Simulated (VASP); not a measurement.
A run of VASP 6.6.1 is set up as follows.

INCAR

```
SYSTEM = Ca3W
PREC = Accurate
ENCUT = 520
EDIFF = 1E-6
ISMEAR = 0
SIGMA = 0.1
LREAL = .False.
LASPH = .True.
NELM = 80
ALGO = Fast
ISIF = 2
LWAVE = .False.
LCHARG = .False.
GGA = PE
NBANDS = 54
```

KPOINTS

```
regular mesh
0
Gamma
  6 6 8
  0 0 0
```

POSCAR

```
Ca3W
1.0
    7.0505972345      0.0000000000      0.0000000000
   -3.5252986173      6.1059963169      0.0000000000
    0.0000000000      0.0000000000      5.3558752545
Ca W
6 2
Direct
    0.8202754033      0.6405508067      0.2500000000
    0.1797245967      0.8202754033      0.7500000000
    0.3594491933      0.1797245967      0.2500000000
    0.1797245967      0.3594491933      0.7500000000
    0.8202754033      0.1797245967      0.2500000000
    0.6405508067      0.8202754033      0.7500000000
    0.3333333333      0.6666666667      0.2500000000
    0.6666666667      0.3333333333      0.7500000000
```

Potentials or basis: VASP PAW PBE potentials, release 64 (Ca_sv, W_sv).

The run is started by

```console
$ cat potpaw_PBE.64/Ca_sv/POTCAR potpaw_PBE.64/W_sv/POTCAR > POTCAR
$ mpirun -np 1 vasp_std > vasp.out
```

(1) Predict the band gap on the k mesh.

(2) Estimate the pressure.

Answers

(1) zero (bands 44 and 45 overlap by 0.34 eV).

(2) 0.1 GPa.

Caveat: spin-orbit coupling is left out, which moves the levels of the heavy elements.
